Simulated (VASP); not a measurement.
# Li2Sb3 (P-3m1) in VASP: a series of runs

The runs below take Li2Sb3 through single point, relaxation of cell and atoms, with PBE.

Everything below comes from runs of VASP 6.6.1. Logs are shortened: lines on timing, memory, paths and dates and some standing lists are left out, and cuts for length are marked.

## Step 1: The cell of the first run

The structure is trigonal, space group P-3m1 (No. 164). The conventional cell has a = 4.734 Å, b = 4.734 Å, c = 6.030 Å, α = 90.00°, β = 90.00°, γ = 120.00°. Within 3.8 Å of Li (site symmetry 3m) lie 8 Sb at 2.86 to 3.03 Å and 3 Li at 3.23 Å. Within 3.8 Å of Sb (site symmetry -3m) lie 6 Li at 2.86 Å and 6 Sb at 3.49 Å. Within 3.9 Å of Sb (site symmetry 3m) lie 5 Li at 3.00 to 3.03 Å and 6 Sb at 3.21 to 3.49 Å.

## Step 2: Single point, PBE

The input, INCAR:

```
SYSTEM = Li2Sb3
PREC = Accurate
ENCUT = 520
EDIFF = 1E-7
ISMEAR = 0
SIGMA = 0.1
LREAL = .False.
LASPH = .True.
NELM = 100
ALGO = Normal
ISIF = 2
LWAVE = .False.
LCHARG = .False.
GGA = PE
NBANDS = 18
```

The input, KPOINTS:

```
Automatic mesh
0
Gamma
  12 12 6
  0 0 0
```

The input, POSCAR:

```
Li2Sb3
1.0
    4.7342213478      0.0000000000      0.0000000000
   -2.3671106739      4.0999559544      0.0000000000
    0.0000000000      0.0000000000      6.0302871757
Li Sb
2 3
Direct
    0.3333333333      0.6666666667      0.1423528550
    0.6666666667      0.3333333333      0.8576471450
    0.0000000000      0.0000000000      0.0000000000
    0.3333333333      0.6666666667      0.6396205654
    0.6666666667      0.3333333333      0.3603794346
```

Potentials or basis: VASP PAW PBE potentials, release 64 (Li_sv, Sb).

Started as:

```sh
$ cat potpaw_PBE.64/Li_sv/POTCAR potpaw_PBE.64/Sb/POTCAR > POTCAR
$ mpirun -np 1 vasp_std > vasp.out
```

OUTCAR:

```text
SYSTEM = Li2Sb3
   PREC = Accurate
   ENCUT = 520
   EDIFF = 1E-7
   ISMEAR = 0
   LREAL = .False.
   LASPH = .True.
   NELM = 100
   ISIF = 2
   GGA = PE

 ion  position               nearest neighbor table
   1  0.333  0.667  0.142-   3 2.86   3 2.86   3 2.86   4 3.00   4 3.03   5 3.03   5 3.03   5 3.03

   2  0.667  0.333  0.858-   3 2.86   3 2.86   3 2.86   5 3.00   5 3.03   4 3.03   4 3.03   4 3.03

   3  0.000  0.000  0.000-   1 2.86   2 2.86   2 2.86   1 2.86   2 2.86   1 2.86   4 3.49   5 3.49
                             5 3.49   4 3.49   4 3.49   5 3.49
   4  0.333  0.667  0.640-   1 3.00   1 3.03   2 3.03   2 3.03   2 3.03   5 3.21   5 3.21   5 3.21
                             3 3.49   3 3.49   3 3.49
   5  0.667  0.333  0.360-   2 3.00   2 3.03   1 3.03   1 3.03   1 3.03   4 3.21   4 3.21   4 3.21
                             3 3.49   3 3.49   3 3.49

  LATTYP: Found a hexagonal cell.
 ALAT       =     4.7342213478
 C/A-ratio  =     1.2737653634

  Lattice vectors:

 A1 = (   4.7342213478,   0.0000000000,   0.0000000000)
 A2 = (  -2.3671106739,   4.0999559544,   0.0000000000)
 A3 = (   0.0000000000,   0.0000000000,   6.0302871757)

Analysis of symmetry for initial positions (statically):
=====================================================================
 Subroutine PRICEL returns:
 Original cell was already a primitive cell.

 Routine SETGRP: Setting up the symmetry group for a
 hexagonal supercell.

 Subroutine GETGRP returns: Found 12 space group operations
 (whereof 12 operations were pure point group operations)
 out of a pool of 24 trial point group operations.

The static configuration has the point symmetry D_3d.

Analysis of symmetry for dynamics (positions and initial velocities):
=====================================================================
 Subroutine PRICEL returns:
 Original cell was already a primitive cell.

 Routine SETGRP: Setting up the symmetry group for a
 hexagonal supercell.

 Subroutine GETGRP returns: Found 12 space group operations
 (whereof 12 operations were pure point group operations)
 out of a pool of 24 trial point group operations.

The dynamic configuration has the point symmetry D_3d.

 Subroutine INISYM returns: Found 12 space group operations
 (whereof 12 operations are pure point group operations),
 and found     1 'primitive' translations

----------------------------------------------------------------------------------------

                                     Primitive cell

  volume of cell :     117.0485

  direct lattice vectors                    reciprocal lattice vectors
     4.734221348  0.000000000  0.000000000     0.211227977  0.121952530  0.000000000
    -2.367110674  4.099955954  0.000000000     0.000000000  0.243905059  0.000000000
     0.000000000  0.000000000  6.030287176     0.000000000  0.000000000  0.165829582

  length of vectors
     4.734221348  4.734221348  6.030287176     0.243905059  0.243905059  0.165829582

  position of ions in fractional coordinates (direct lattice)
     0.333333333  0.666666667  0.142352855
     0.666666667  0.333333333  0.857647145
     0.000000000  0.000000000  0.000000000
     0.333333333  0.666666667  0.639620565
     0.666666667  0.333333333  0.360379435

  ion indices of the primitive-cell ions
   primitive index   ion index
                 1           1
                 2           2
                 3           3
                 4           4
                 5           5

----------------------------------------------------------------------------------------

 KPOINTS: Automatic mesh

Automatic generation of k-mesh.
 Grid dimensions read from file:
 generate k-points for:   12   12    6

 Generating k-lattice:

  Cartesian coordinates                     Fractional coordinates (reciprocal lattice)
     0.017602331  0.010162711  0.000000000     0.083333333 -0.000000000  0.000000000
     0.000000000  0.020325422  0.000000000     0.000000000  0.083333333  0.000000000
     0.000000000  0.000000000  0.027638264     0.000000000  0.000000000  0.166666667

  Length of vectors
     0.020325422  0.020325422  0.027638264

  Shift w.r.t. Gamma in fractional coordinates (k-lattice)
     0.000000000  0.000000000  0.000000000

 Subroutine IBZKPT returns following result:
 ===========================================

 Found    100 irreducible k-points:

 Following reciprocal coordinates:
            Coordinates               Weight
  0.000000  0.000000  0.000000      1.000000
  0.083333 -0.000000  0.000000      6.000000
  0.166667 -0.000000  0.000000      6.000000
  0.250000 -0.000000  0.000000      6.000000
  0.333333 -0.000000  0.000000      6.000000
  0.416667  0.000000  0.000000      6.000000
[... 16 lines left out ...]
  0.166667 -0.000000  0.166667      6.000000
  0.000000  0.166667  0.166667      6.000000
 [... further k-points ...]
   k-points           NKPTS =    100   k-points in BZ     NKDIM =    100   number of bands    NBANDS=     18
   number of dos      NEDOS =    301   number of ions     NIONS =      5
   total plane-waves  NPLWV =  62208
   dimension x,y,z NGX =    36 NGY =   36 NGZ =   48
   dimension x,y,z NGXF=    72 NGYF=   72 NGZF=   96
   ions per type =               2   3
   NGX,Y,Z   is equivalent  to a cutoff of  12.64, 12.64, 13.23 a.u.
   NGXF,Y,Z  is equivalent  to a cutoff of  25.28, 25.28, 26.47 a.u.
 SYSTEM =  Li2Sb3
   PREC   = accura    normal or accurate (medium, high low for compatibility)
   ISTART =      0    job   : 0-new  1-cont  2-samecut
   ICHARG =      2    charge: 1-file 2-atom 10-const
   ISPIN  =      1    spin polarized calculation?
   LNONCOLLINEAR =      F non collinear calculations
   LSORBIT =      F    spin-orbit coupling
   LASPH  =      T    aspherical Exc in radial PAW
   ENCUT  =  520.0 eV  38.22 Ry    6.18 a.u.   8.80  8.80 11.21*2*pi/ulx,y,z
   NELM   =    100;   NELMIN=  2; NELMDL= -5     # of ELM steps
   EDIFF  = 0.1E-06   stopping-criterion for ELM
   LREAL  =      F    real-space projection
   EDIFFG = 0.1E-05   stopping-criterion for IOM
   NSW    =      0    number of steps for IOM
   IBRION =     -1    ionic relax: 0-MD 1-quasi-New 2-CG
   NFREE  =      0    steps in history (QN), initial steepest desc. (CG)
   ISIF   =      2    stress and relaxation
   ISYM   =      2    0-nonsym 1-usesym 2-fastsym
   POTIM  = 0.5000    time-step for ionic-motion
   TEBEG  =    0.0;   TEEND  =   0.0 temperature during run
   PSTRESS=    0.0 pullay stress
   NELECT =      21.0000    total number of electrons
   NUPDOWN=      -1.0000    fix difference up-down
   EMIN   =  10.00;   EMAX   =-10.00  energy-range for DOS
   EFERMI =   0.00;   METHOD = LEGACY
   ISMEAR =     0;   SIGMA  =   0.10  broadening in eV -4-tet -1-fermi 0-gaus
   EFERMI_NEDOS =   21; number of points for ismear=-14 and -15
   IALGO  =     38    algorithm
   IMIX   =      4    mixing-type and parameters
     AMIX     =   0.40;   BMIX     =  1.00
     AMIX_MAG =   1.60;   BMIX_MAG =  1.00
  volume/ion in A,a.u.               =      23.41       157.98
  Fermi-wavevector in a.u.,A,eV,Ry     =   0.923335  1.744850 11.599616  0.852548
  Thomas-Fermi vector in A             =   2.048960
   LORBIT       =      0    0 simple, 1 ext, 2 COOP (PROOUT), +10 PAW based schemes
   GGA     = PE    functional components
   LHFCALC =     F    Hartree Fock is set to
   AEXX    =    0.0000 exact exchange contribution
   IVDW    =     0    specifies the selected vdW correction
   LEPSILON=     F    determine dielectric tensor
   LRPA    =     F    only Hartree local field effects (RPA)
 non-spin polarized calculation
 Gauss-broadening in eV      SIGMA  =   0.10
  energy-cutoff  :      520.00
  volume of cell :      117.05
 maximum number of plane-waves:      3178
   NGX = 17   NGY = 17   NGZ = 23

 number of electron      21.0000005 magnetization

 Free energy of the ion-electron system (eV)
  ---------------------------------------------------
  ext. energy  EPLUGINS =         0.00000000
  ---------------------------------------------------
  free energy    TOTEN  =       -17.51910549 eV

  energy without entropy =      -17.51043401  energy(sigma->0) =      -17.51476975

 E-fermi :   5.9247     XC(G=0):  -9.2545

 val. band max:        5.9134621605   @ k =  -0.0833   0.2500   0.3333
 cond. band min:       5.9327675574   @ k =   0.2500   0.1667   0.3333
 fundamental gap:      0.0193053969
 Fermi energy:         5.9246521005

 k-point     1 :       0.0000    0.0000    0.0000
  band No.  band energies     occupation
      1     -40.5953      2.00000
      2     -40.5899      2.00000
      3      -5.4344      2.00000
      4      -2.5301      2.00000
      5      -1.8816      2.00000
      6       4.0446      2.00000
[... 10 lines left out ...]
     17      10.6445      0.00000
     18      11.0999      0.00000

 k-point     2 :       0.0833   -0.0000    0.0000
  band No.  band energies     occupation
      1     -40.5952      2.00000
      2     -40.5900      2.00000
      3      -5.3841      2.00000
      4      -2.5223      2.00000
      5      -1.8981      2.00000
      6       3.2331      2.00000
[... 10 lines left out ...]
     17      10.4378      0.00000
     18      11.3528      0.00000

 k-point     3 :       0.1667   -0.0000    0.0000
  band No.  band energies     occupation
      1     -40.5950      2.00000
      2     -40.5903      2.00000
      3      -5.2344      2.00000
      4      -2.5135      2.00000
      5      -1.9585      2.00000
      6       2.5061      2.00000
[... 10 lines left out ...]
     17      10.4898      0.00000
     18      11.8208      0.00000

 k-point     4 :       0.2500   -0.0000    0.0000
  band No.  band energies     occupation
      1     -40.5946      2.00000
      2     -40.5906      2.00000
      3      -4.9885      2.00000
      4      -2.5741      2.00000
      5      -2.0508      2.00000
      6       2.0731      2.00000
[... 375 lines left out ...]
      4      -3.1198      2.00000
      5      -1.2860      2.00000
      6       3.3560      2.00000
[... 10 lines left out ...]
     17       9.9987      0.00000
     18      11.4081      0.00000

 k-point    23 :       0.1667   -0.0000    0.1667
  band No.  band energies     occupation
      1     -40.5950      2.00000
      2     -40.5903      2.00000
      3      -5.1533      2.00000
      4      -3.0319      2.00000
      5      -1.5146      2.00000
      6       2.8058      2.00000
[... 10 lines left out ...]
     17      10.0107      0.00000
     18      10.8421      0.00000

 k-point    24 :       0.0000    0.1667    0.1667
  band No.  band energies     occupation
      1     -40.5950      2.00000
      2     -40.5903      2.00000
      3      -5.1487      2.00000
      4      -3.0871      2.00000
      5      -1.3855      2.00000
      6       2.5216      2.00000
[... 10 lines left out ...]
     17      10.5649      0.00000
     18      11.3522      0.00000

 [... further k-points ...]
[... 5 lines left out ...]
  --------------------------------------------------------------------------------------
  -------------------------------------------------------------------------------------
  Total       -0.0095746     -0.0095746     -0.0244043      0.0000000      0.0000000      0.0000000
  in kB       -0.1310587     -0.1310587     -0.3340504      0.0000000      0.0000000      0.0000000
  external PRESSURE =      -0.1987226 kB  Pullay stress =       0.0000000 kB

 VOLUME and BASIS-vectors are now :
 -----------------------------------------------------------------------------
  energy-cutoff  :      520.00
  volume of cell :      117.05
      direct lattice vectors                 reciprocal lattice vectors
     4.734221348  0.000000000  0.000000000     0.211227977  0.121952530  0.000000000
    -2.367110674  4.099955954  0.000000000     0.000000000  0.243905059  0.000000000
     0.000000000  0.000000000  6.030287176     0.000000000  0.000000000  0.165829582

 POSITION                                       TOTAL-FORCE (eV/Angst)
 -----------------------------------------------------------------------------------
     -0.00000      2.73330      0.85843         0.000000      0.000000      0.000691
      2.36711      1.36665      5.17186        -0.000000      0.000000     -0.000691
      0.00000      0.00000      0.00000         0.000000      0.000000      0.000000
     -0.00000      2.73330      3.85710         0.000000      0.000000      0.005569
      2.36711      1.36665      2.17319        -0.000000     -0.000000     -0.005569
 -----------------------------------------------------------------------------------
    total drift:                                0.000000      0.000000     -0.000000

  FREE ENERGIE OF THE ION-ELECTRON SYSTEM (eV)
  ---------------------------------------------------
  free  energy   TOTEN  =       -17.5191054866 eV

  energy  without entropy=      -17.5104340069  energy(sigma->0) =      -17.51476975
```

It took 3.4 min on 1 thread of Oxide Virtual Turin-like, shared host; peak memory 0.31 GiB.

What came out:

| Property | Result |
| --- | --- |
| Free energy | -17.5191 eV |
| Largest force | 0.006 eV/Å |

Forces on the atoms (eV/Å):
```
Li   0.000  0.000  0.001
Li   0.000  0.000 -0.001
Sb   0.000  0.000  0.000
Sb   0.000  0.000  0.006
Sb   0.000  0.000 -0.006
```

Levels at points of the mesh, in eV from the Fermi level:
| k point | band 7 | band 8 | band 9 | band 10 | band 11 | band 12 | band 13 | band 14 | band 15 | band 16 |
| --- | --- | --- | --- | --- | --- | --- | --- | --- | --- | --- |
| (0.00, 0.00, 0.00) | -1.88 | -1.77 | -1.44 | -1.44 | -1.18 | 1.49 | 1.49 | 1.65 | 3.72 | 3.72 |
| (0.50, 0.00, 0.00) | -3.59 | -3.50 | -2.82 | -0.10 | 0.47 | 0.58 | 0.81 | 1.95 | 4.59 | 6.28 |
| (0.00, 0.00, 0.50) | -1.85 | -1.85 | -0.74 | -0.74 | -0.38 | 0.09 | 0.09 | 0.54 | 2.47 | 2.65 |
| (0.50, 0.00, 0.50) | -2.59 | -2.54 | -2.28 | -2.23 | 0.55 | 1.47 | 2.97 | 3.17 | 3.89 | 4.17 |

Caveat: the cutoff is under 1.25 times the usual one of these potentials, so pressure, stress and relaxed cells hold a basis-set (Pulay) error; spin-orbit coupling is left out, which moves the levels of the heavy elements.

## Step 3: Relaxation of cell and atoms, PBE

This run uses another cell than the first one, of 23.34 Å³/atom, 0.997 times its volume.

The input, INCAR:

```
SYSTEM = Li2Sb3
  ALGO = Normal
  EDIFF = 1E-6
  EDIFFG = -0.01
  ENCUT = 600
  GGA = PE
  IBRION = 2
  ISIF = 3
  ISMEAR = 0
  LASPH = .TRUE.
  LCHARG = .FALSE.
  LREAL = .FALSE.
  LWAVE = .FALSE.
  NELM = 100
  NSW = 100
  PREC = Accurate
  SIGMA = 0.1
```

The input, KPOINTS:

```
k-points
0
G
  12 12 6
  0 0 0
```

The input, POSCAR:

```
Li2Sb3
1.0
    4.6646849968      0.0000000000      0.0000000000
   -2.3323424984      4.0397357079      0.0000000000
    0.0000000000      0.0000000000      6.1936634900
Li Sb
2 3
Direct
    0.3333333333      0.6666666667      0.1393176588
    0.6666666667      0.3333333333      0.8606823412
    0.0000000000      0.0000000000      0.0000000000
    0.3333333333      0.6666666667      0.6341258241
    0.6666666667      0.3333333333      0.3658741759
```

Potentials or basis: VASP PAW PBE potentials, release 64 (Li_sv, Sb).

Started as:

```sh
$ cat potpaw_PBE.64/Li_sv/POTCAR potpaw_PBE.64/Sb/POTCAR > POTCAR
$ mpirun -np 1 vasp_std > vasp.out
```

OUTCAR:

```text
SYSTEM = Li2Sb3
   EDIFF = 1E-6
   EDIFFG = -0.01
   ENCUT = 600
   GGA = PE
   IBRION = 2
   ISIF = 3
   ISMEAR = 0
   LASPH = .TRUE.
   LREAL = .FALSE.
   NELM = 100
   NSW = 100
   PREC = Accurate

 ion  position               nearest neighbor table
   1  0.333  0.667  0.139-   3 2.83   3 2.83   3 2.83   5 3.04   5 3.04   5 3.04   4 3.06   4 3.13

   2  0.667  0.333  0.861-   3 2.83   3 2.83   3 2.83   4 3.04   4 3.04   4 3.04   5 3.06   5 3.13

   3  0.000  0.000  0.000-   1 2.83   2 2.83   2 2.83   1 2.83   2 2.83   1 2.83   4 3.52   5 3.52
                             5 3.52   4 3.52   4 3.52   5 3.52
   4  0.333  0.667  0.634-   2 3.04   2 3.04   2 3.04   1 3.06   1 3.13   5 3.16   5 3.16   5 3.16
                             3 3.52   3 3.52   3 3.52
   5  0.667  0.333  0.366-   1 3.04   1 3.04   1 3.04   2 3.06   2 3.13   4 3.16   4 3.16   4 3.16
                             3 3.52   3 3.52   3 3.52

  LATTYP: Found a hexagonal cell.
 ALAT       =     4.6646849968
[... 405 lines left out ...]
  band No.  band energies     occupation
      1     -40.5791      2.00000
      2     -40.5737      2.00000
      3      -5.4275      2.00000
      4      -2.5119      2.00000
      5      -1.8676      2.00000
      6       4.0506      2.00000
      7       4.0506      2.00000
      8       4.1638      2.00000
      9       4.4911      2.00000
     10       4.4911      2.00000
     11       4.7461      2.00000
     12       7.4350      0.00000
     13       7.4350      0.00000
     14       7.5890      0.00000
[... 377 lines left out ...]
      1     -40.5787      2.00000
      2     -40.5738      2.00000
      3      -5.1413      2.00000
      4      -3.0739      2.00000
      5      -1.3688      2.00000
      6       2.5279      2.00000
      7       3.1978      2.00000
      8       3.2618      2.00000
      9       5.5852      2.00000
     10       5.8311      1.87440
     11       6.1685      0.00119
     12       6.5159      0.00000
     13       6.5465      0.00000
     14       7.3629      0.00000

 [... further k-points ...]
[... 5 lines left out ...]
  --------------------------------------------------------------------------------------
  -------------------------------------------------------------------------------------
  Total        0.0097741      0.0097741      0.0266205      0.0000000      0.0000000      0.0000000
  in kB        0.1339782      0.1339782      0.3648985      0.0000000      0.0000000      0.0000000
  external PRESSURE =       0.2109517 kB  Pullay stress =       0.0000000 kB
[... 20 lines left out ...]
  FREE ENERGIE OF THE ION-ELECTRON SYSTEM (eV)
  ---------------------------------------------------
  free  energy   TOTEN  =       -17.5184868802 eV

  energy  without entropy=      -17.5098954484  energy(sigma->0) =      -17.51419116

 reached required accuracy - stopping structural energy minimisation
```

It took 19 min on 1 thread of Oxide Virtual Turin-like, shared host; peak memory 0.38 GiB.

Results:

```
Free energy                            : -17.5185 eV
Relaxed volume                         : 23.38 Å³/atom
Relaxed cell                           : a = 4.735 Å, b = 4.735 Å, c = 6.019 Å, α = 90.00°, β = 90.00°, γ = 120.00°
Space group after relaxing (to 0.05 Å) : P-3m1 (No. 164)
Energy gained by relaxing              : 1.7 meV/atom
Ionic steps                            : 11
Pressure after relaxing                : 0.0 GPa
Largest force after relaxing           : 0.005 eV/Å
```

Forces on the atoms (eV/Å):
```
Li   0.000  0.000  0.005
Li   0.000  0.000 -0.005
Sb   0.000  0.000  0.000
Sb   0.000  0.000  0.003
Sb   0.000  0.000 -0.003
```

The path:
```csv
step,energy change (eV),largest force (eV/Å),pressure (GPa),volume (Å³)
1,0.0000,0.1118,0.20,116.71
2,-0.0017,0.0762,0.00,117.21
3,-0.0024,0.0354,-0.24,117.79
4,-0.0038,0.0189,-0.15,117.50
5,-0.0055,0.0368,0.05,116.81
6,-0.0056,0.0539,0.13,116.59
7,-0.0070,0.0528,0.08,116.70
8,-0.0080,0.0495,0.02,116.84
9,-0.0080,0.0488,0.00,116.87
10,-0.0084,0.0185,0.02,116.88
11,-0.0085,0.0051,0.02,116.88
```

Final structure:
```
Li Sb
1.0
     4.73544    0.00000    0.00000
    -2.36772    4.10101    0.00000
     0.00000    0.00000    6.01869
Li Sb
2 3
Direct
  0.33333 0.66667 0.14196
  0.66667 0.33333 0.85804
  0.00000 0.00000 0.00000
  0.33333 0.66667 0.63973
  0.66667 0.33333 0.36027
```

Caveat: the cutoff is under 1.25 times the usual one of these potentials, so pressure, stress and relaxed cells hold a basis-set (Pulay) error; spin-orbit coupling is left out, which moves the levels of the heavy elements.
